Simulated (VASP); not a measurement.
Set up this calculation in VASP 6.6.1, as the native input.

```yaml
Task: single point
Functional: PBEsol
Potentials_or_basis: VASP PAW PBE potentials, release 64 (Ge_d)
Cutoff: 520 eV
k_mesh: 20 × 20 × 20
Occupations: gaussian, width 0.15 eV
Spin: no spin polarisation
Dipole_correction: no
Further_INCAR_settings: ALGO = Normal; EDIFF = 1e-06; NBANDS = 21
```

The structure of Ge lies in POSCAR:

```
Ge
1.0
   -2.5744897190      2.5744897190      1.3764514536
    2.5744897190     -2.5744897190      1.3764514536
    2.5744897190      2.5744897190     -1.3764514536
Ge
2
Direct
    0.2500000000      0.7500000000      0.5000000000
    0.5000000000      0.5000000000      0.0000000000
```

This cell differs from its parent crystal: strain +0.000 along x and y, -0.015 along z.

The input as run:

INCAR

```
SYSTEM = Ge
PREC = Accurate
ENCUT = 520
EDIFF = 1E-6
ISMEAR = 0
SIGMA = 0.15
LREAL = .False.
LASPH = .True.
NELM = 100
ALGO = Normal
ISIF = 2
LWAVE = .False.
LCHARG = .False.
GGA = PS
NBANDS = 21
```

KPOINTS

```
Automatic mesh
0
Gamma
  20 20 20
  0 0 0
```

Potentials or basis: VASP PAW PBE potentials, release 64 (Ge_d).

The run is started by

```bash
$ cat potpaw_PBE.64/Ge_d/POTCAR > POTCAR
$ mpirun -np 1 vasp_std > vasp.out
```

Results of the run:

The pressure is 0.5 GPa. The band gap on the k mesh is zero (bands 14 and 15 overlap by 5.17 eV).

Caveat: the cell differs from its parent crystal (strain +0.000 along x and y, -0.015 along z); the PAW data sets were made with another functional, which shifts forces and pressure a little.

It took 4.1 min on 1 thread of Intel(R) Xeon(R) 6975P-C (Granite Rapids), on a shared host, peak memory 0.47 GiB.
